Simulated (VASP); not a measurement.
# Sn (Immm) in VASP: notebook

Runs on Sn. Level: PBEsol. Tasks: single point.

Everything below comes from runs of VASP 6.6.1. Logs are shortened: lines on timing, memory, paths and dates and some standing lists are left out, and cuts for length are marked.

## (1) The cell of the first run

Symmetry: Immm, No. 71, orthorhombic system. The conventional cell has a = 3.626 Å, b = 3.729 Å, c = 4.677 Å, α = 90.00°, β = 90.00°, γ = 90.00°. Sn (site symmetry mmm) has 14 Sn at 3.50 to 4.68 Å within 4.7 Å.

## (2) Single point, PBEsol (strain +0.050 along x and y, +0.000 along z)

The input, INCAR:

```
PREC     = Accurate       # precision mode
ENCUT    = 520            # plane-wave cutoff, eV
EDIFF    = 1E-6           # SCF threshold, eV
ISMEAR   = 0              # smearing method
SIGMA    = 0.15           # smearing width, eV
LREAL    = F              # projectors in reciprocal space
LASPH    = T              # aspherical terms in the spheres
NELM     = 80             # most SCF steps
ALGO     = Fast           # electronic algorithm
ISIF     = 2              # what is computed and relaxed
LWAVE    = F              # write WAVECAR
LCHARG   = F              # write CHGCAR
GGA      = PS             # functional
NBANDS   = 13             # bands
```

The input, KPOINTS:

```
Automatic mesh
0
Gamma
  20 20 20
```

The input, POSCAR:

```
Sn
1.0
   -1.8128659500      1.8643243500      2.3383420000
    1.8128659500     -1.8643243500      2.3383420000
    1.8128659500      1.8643243500     -2.3383420000
Sn
1
Direct
    0.0000000000      0.0000000000      0.0000000000
```

Potentials or basis: VASP PAW PBE potentials, release 64 (Sn_d).

On the command line:

```
> cat potpaw_PBE.64/Sn_d/POTCAR > POTCAR
> mpirun -np 1 vasp_std > vasp.out
```

OUTCAR:

```text
PREC = Accurate
   ENCUT = 520
   EDIFF = 1E-6
   ISMEAR = 0
   LREAL = F
   LASPH = T
   NELM = 80
   ISIF = 2
   GGA = PS

 ion  position               nearest neighbor table
   1  0.000  0.000  0.000-

  LATTYP: Found a body centered orthorhombic cell.
 ALAT       =     3.6257319000
 B/A-ratio  =     1.0283851103
 C/A-ratio  =     1.2898592971

  Lattice vectors:

 A1 = (  -1.8128659500,   1.8643243500,   2.3383420000)
 A2 = (   1.8128659500,  -1.8643243500,   2.3383420000)
 A3 = (   1.8128659500,   1.8643243500,  -2.3383420000)

Analysis of symmetry for initial positions (statically):
=====================================================================
 Subroutine PRICEL returns:
 Original cell was already a primitive cell.

 Routine SETGRP: Setting up the symmetry group for a
 body centered orthorhombic supercell.

 Subroutine GETGRP returns: Found  8 space group operations
 (whereof  8 operations were pure point group operations)
 out of a pool of  8 trial point group operations.

The static configuration has the point symmetry D_2h.

Analysis of symmetry for dynamics (positions and initial velocities):
=====================================================================
 Subroutine PRICEL returns:
 Original cell was already a primitive cell.

 Routine SETGRP: Setting up the symmetry group for a
 body centered orthorhombic supercell.

 Subroutine GETGRP returns: Found  8 space group operations
 (whereof  8 operations were pure point group operations)
 out of a pool of  8 trial point group operations.

The dynamic configuration has the point symmetry D_2h.

 Subroutine INISYM returns: Found  8 space group operations
 (whereof  8 operations are pure point group operations),
 and found     1 'primitive' translations

----------------------------------------------------------------------------------------

                                     Primitive cell

  volume of cell :      31.6122

  direct lattice vectors                    reciprocal lattice vectors
    -1.812865950  1.864324350  2.338342000     0.000000000  0.268193676  0.213826720
     1.812865950 -1.864324350  2.338342000     0.275806383  0.000000000  0.213826720
     1.812865950  1.864324350 -2.338342000     0.275806383  0.268193676  0.000000000

  length of vectors
     3.497146200  3.497146200  3.497146200     0.343001041  0.348985712  0.384703793

  position of ions in fractional coordinates (direct lattice)
[... 73 lines left out ...]
   LSORBIT =      F    spin-orbit coupling
   LASPH  =      T    aspherical Exc in radial PAW
   ENCUT  =  520.0 eV  38.22 Ry    6.18 a.u.   6.50  6.50  6.50*2*pi/ulx,y,z
   NELM   =     80;   NELMIN=  2; NELMDL= -5     # of ELM steps
   EDIFF  = 0.1E-05   stopping-criterion for ELM
   LREAL  =      F    real-space projection
[... 7 lines left out ...]
   TEBEG  =    0.0;   TEEND  =   0.0 temperature during run
   PSTRESS=    0.0 pullay stress
   NELECT =      14.0000    total number of electrons
   NUPDOWN=      -1.0000    fix difference up-down
   EMIN   =  10.00;   EMAX   =-10.00  energy-range for DOS
   EFERMI =   0.00;   METHOD = LEGACY
   ISMEAR =     0;   SIGMA  =   0.15  broadening in eV -4-tet -1-fermi 0-gaus
   EFERMI_NEDOS =   21; number of points for ismear=-14 and -15
   IALGO  =     68    algorithm
   IMIX   =      4    mixing-type and parameters
     AMIX     =   0.40;   BMIX     =  1.00
     AMIX_MAG =   1.60;   BMIX_MAG =  1.00
  volume/ion in A,a.u.               =      31.61       213.33
  Fermi-wavevector in a.u.,A,eV,Ry     =   1.247860  2.358113 21.186366  1.557154
  Thomas-Fermi vector in A             =   2.381973
   LORBIT       =      0    0 simple, 1 ext, 2 COOP (PROOUT), +10 PAW based schemes
   GGA     = PS    functional components
   LHFCALC =     F    Hartree Fock is set to
   AEXX    =    0.0000 exact exchange contribution
   IVDW    =     0    specifies the selected vdW correction
   LEPSILON=     F    determine dielectric tensor
   LRPA    =     F    only Hartree local field effects (RPA)
 non-spin polarized calculation
 RMM-DIIS sequential band-by-band and
 Gauss-broadening in eV      SIGMA  =   0.15
  energy-cutoff  :      520.00
  volume of cell :       31.61
 maximum number of plane-waves:       870
 NGX is ok and might be reduce to    28
   NGX = 13   NGY = 13   NGZ = 13

 number of electron      14.0000002 magnetization

 Free energy of the ion-electron system (eV)
  ---------------------------------------------------
  ext. energy  EPLUGINS =         0.00000000
  ---------------------------------------------------
  free energy    TOTEN  =        -4.11422537 eV

  energy without entropy =       -4.10761937  energy(sigma->0) =       -4.11092237

 E-fermi :   6.2862     XC(G=0):  -9.8133

 val. band max:        6.2740778553   @ k =  -0.4000   0.4000   0.2000
 cond. band min:       6.2867770896   @ k =   0.2500   0.4500  -0.0000
 fundamental gap:      0.0126992343
 Fermi energy:         6.2862072191

 k-point     1 :       0.0000    0.0000    0.0000
  band No.  band energies     occupation
      1     -15.1531      2.00000
      2     -15.1424      2.00000
      3     -15.1146      2.00000
      4     -15.1125      2.00000
      5     -15.0676      2.00000
      6      -3.8566      2.00000
      7      12.6291      0.00000
      8      12.6745      0.00000
      9      13.0518      0.00000
     10      16.8332      0.00000
     11      16.8903      0.00000
     12      17.4903      0.00000
     13      17.5259      0.00000
[... 354 lines left out ...]
  band No.  band energies     occupation
      1     -15.1443      2.00000
      2     -15.1316      2.00000
      3     -15.1123      2.00000
      4     -15.0607      2.00000
      5     -15.0450      2.00000
      6      -1.3597      2.00000
      7       3.9110      2.00000
      8      10.6880      0.00000
      9      11.6328      0.00000
     10      15.2398      0.00000
     11      15.5402      0.00000
     12      16.7337      0.00000
     13      19.0665      0.00000

 [... further k-points ...]
[... 5 lines left out ...]
  --------------------------------------------------------------------------------------
  -------------------------------------------------------------------------------------
  Total       -1.2667778     -1.3357242     -1.2314039      0.0000000      0.0000000      0.0000000
  in kB      -64.2030780    -67.6974293    -62.4102522      0.0000000      0.0000000      0.0000000
  external PRESSURE =     -64.7702531 kB  Pullay stress =       0.0000000 kB

 VOLUME and BASIS-vectors are now :
 -----------------------------------------------------------------------------
  energy-cutoff  :      520.00
  volume of cell :       31.61
      direct lattice vectors                 reciprocal lattice vectors
    -1.812865950  1.864324350  2.338342000     0.000000000  0.268193676  0.213826720
     1.812865950 -1.864324350  2.338342000     0.275806383  0.000000000  0.213826720
     1.812865950  1.864324350 -2.338342000     0.275806383  0.268193676  0.000000000

 POSITION                                       TOTAL-FORCE (eV/Angst)
 -----------------------------------------------------------------------------------
      0.00000      0.00000      0.00000        -0.000000      0.000000     -0.000000
 -----------------------------------------------------------------------------------
    total drift:                               -0.000000     -0.000000     -0.000000

  FREE ENERGIE OF THE ION-ELECTRON SYSTEM (eV)
  ---------------------------------------------------
  free  energy   TOTEN  =        -4.1142253715 eV

  energy  without entropy=       -4.1076193699  energy(sigma->0) =       -4.11092237
```

stdout:

```text
POSCAR found type information on POSCAR Sn
 POSCAR found :  1 types and       1 ions
 scaLAPACK will be used
 -----------------------------------------------------------------------------
|                                                                             |
|                                                                             |
|     You enforced a specific xc type in the INCAR file but a different       |
|     I HOPE YOU KNOW WHAT YOU ARE DOING!                                     |
|                                                                             |
 -----------------------------------------------------------------------------

 LDA part: xc-table for (Slater+PW92), standard interpolation
 POSCAR, INCAR and KPOINTS ok, starting setup
 FFT: planning ... GRIDC
 FFT: planning ... GRID_SOFT
 FFT: planning ... GRID
 WAVECAR not read
 entering main loop
WARNING in EDDRMM: call to ZHEGV failed, returncode =   6  3     10
WARNING in EDDRMM: call to ZHEGV failed, returncode =   6  3     11
WARNING in EDDRMM: call to ZHEGV failed, returncode =   8  4     10
WARNING in EDDRMM: call to ZHEGV failed, returncode =   6  3     10
WARNING in EDDRMM: call to ZHEGV failed, returncode =   6  3     12
WARNING in EDDRMM: call to ZHEGV failed, returncode =   8  4     12
WARNING in EDDRMM: call to ZHEGV failed, returncode =   8  4     13
WARNING in EDDRMM: call to ZHEGV failed, returncode =   8  4     12
```

It took 4.3 min on 1 thread of Intel Xeon 6975P-C (Granite Rapids), shared host; peak memory 0.52 GiB.

What came out:

- Free energy: -4.1142 eV
- Pressure: -6.5 GPa
- Band gap on the k mesh: zero (bands 7 and 8 overlap by 8.11 eV)

Caveat: the cell differs from its parent crystal (strain +0.050 along x and y, +0.000 along z); the cell stands under tension; the PAW data sets were made with another functional, which shifts forces and pressure a little; spin-orbit coupling is left out, which moves the levels of the heavy elements.

## (3) Single point, PBEsol (strain +0.050 along x and y, +0.025 along z)

The input, INCAR:

```
SYSTEM = Sn
  PREC = Accurate
  ENCUT = 520
  EDIFF = 1E-6
  ISMEAR = 0
  SIGMA = 0.15
  LREAL = .FALSE.
  LASPH = .TRUE.
  NELM = 60
  ALGO = Fast
  ISIF = 2
  LWAVE = .FALSE.
  LCHARG = .FALSE.
  GGA = PS
  NBANDS = 13
```

The input, KPOINTS:

```
Automatic mesh
0
G
  20 20 20
  0 0 0
```

The input, POSCAR:

```
Sn
1.0
   -1.8128659500      1.8643243500      2.3968005500
    1.8128659500     -1.8643243500      2.3968005500
    1.8128659500      1.8643243500     -2.3968005500
Sn
1
Direct
    0.0000000000      0.0000000000      0.0000000000
```

Potentials or basis: VASP PAW PBE potentials, release 64 (Sn_d).

On the command line:

```
> cat potpaw_PBE.64/Sn_d/POTCAR > POTCAR
> mpirun -np 1 vasp_std > vasp.out
```

It took 3.9 min on 1 thread of Intel Xeon 6975P-C (Granite Rapids), shared host; peak memory 0.52 GiB.

Results (log left out):

- Free energy: -4.0820 eV
- Pressure: -7.0 GPa
- Band gap on the k mesh: zero (bands 7 and 8 overlap by 7.83 eV)

Stress tensor (GPa, compression positive):
```
-6.90  0.00  0.00
 0.00 -7.23  0.00
 0.00  0.00 -6.78
```

Levels at points of the mesh, in eV from the Fermi level:
```tsv
k point	band 5	band 6	band 7	band 8	band 9	band 10
(0.00, 0.00, 0.00)	-21.37	-10.00	6.13	6.22	6.56	10.45
(0.50, 0.00, 0.00)	-21.33	-6.68	-3.82	4.44	5.37	8.61
(0.00, 0.50, 0.00)	-21.33	-6.48	-3.76	4.08	5.08	8.19
(0.50, 0.50, 0.00)	-21.32	-5.44	-3.15	1.92	2.42	5.27
(0.50, 0.50, 0.50)	-21.32	-4.56	-2.52	0.97	1.53	4.26
```

Caveat: the cell differs from its parent crystal (strain +0.050 along x and y, +0.025 along z); the cell stands under tension; the PAW data sets were made with another functional, which shifts forces and pressure a little; spin-orbit coupling is left out, which moves the levels of the heavy elements.
